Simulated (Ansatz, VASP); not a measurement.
# One calculation of AlN, two programs

```xyz
4
Lattice="3.3135 0.0000 0.0000 -1.6567 2.8696 0.0000 0.0000 0.0000 4.1876" Properties=species:S:1:pos:R:3 pbc="T T T"
Al    0.0000    1.9336    3.3006
Al    1.6567    0.9771    1.2068
N     0.0000    1.8734    0.7389
N     1.6567    0.9169    2.8327
```

Change from the starting cell: mode 4 frozen in at -0.308 Å and mode 10 at -0.040 Å (largest displacements).

Alike in both runs: task single point; functional PBE; k mesh 9 × 9 × 6; occupations gaussian, width 0.05 eV; no spin polarisation.

|  | VASP | Ansatz |
| --- | --- | --- |
| version | VASP 6.6.1 | Ansatz 0.2.0 |
| potentials or method | VASP PAW PBE potentials, release 64 (Al, N), cutoff 520 eV | scalar-relativistic, plane waves, PAW |
| valence electrons in the cell | 16 | 16 |

|  | VASP | Ansatz | Ansatz less VASP |
| --- | --- | --- | --- |
| gap on the k mesh at the Fermi level (eV) | 4.01 | 4.01 | -0.003 |
| least direct gap on the mesh (eV) | 4.01 | 4.01 | -0.003 |
| pressure (GPa) | 26.3 | 26.3 | +0.03 |
| traceless stress, the component that is largest in VASP (GPa) | 72.70 | 72.31 | -0.390 |
| rms of the force components (eV/Å) | 3.726 | 3.711 | -0.0156 |

Atom by atom the forces differ by 0.016 eV/Å (rms over components).
